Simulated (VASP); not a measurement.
**Be: single point with PBEsol+D3(BJ)**

The system is Be.

```xyz
2
Lattice="2.2853 0.0000 0.0000 -1.1426 1.9791 0.0000 0.0000 0.0000 3.5842" Properties=species:S:1:pos:R:3 pbc="T T T"
Be    0.0000    1.3194    0.8961
Be    1.1427    0.6597    2.6882
```

```
Program             : VASP 6.6.1
Task                : single point
Functional          : PBEsol
Dispersion          : D3(BJ)
Potentials or basis : VASP PAW PBE potentials, release 64 (Be)
Cutoff              : 600 eV
k mesh              : 9 × 9 × 5
Occupations         : fermi-dirac, width 0.1 eV
Spin                : no spin polarisation
```

The pressure is -8.9 GPa. The band gap on the k mesh is zero (bands 2 and 3 overlap by 2.11 eV) and the dispersion energy per atom is -0.264 eV.

Stress tensor (GPa, compression positive):
```
 -8.16   0.00   0.00
  0.00  -8.16   0.00
  0.00   0.00 -10.45
```

Levels at points of the mesh, in eV from the Fermi level:
```csv
k point,band 1,band 2,band 3,band 4,band 5,band 6
"(0.00, 0.00, 0.00)",-10.95,-4.07,1.37,15.87,15.87,18.68
```

Run time: 6.4 s on 1 thread of Intel(R) Xeon(R) Platinum 8259CL CPU @ 2.50GHz (Skylake/Cascade Lake), with other jobs on the host, peak memory 0.13 GiB.

Caveat: the cell stands under tension; the PAW data sets were made with another functional, which shifts forces and pressure a little.
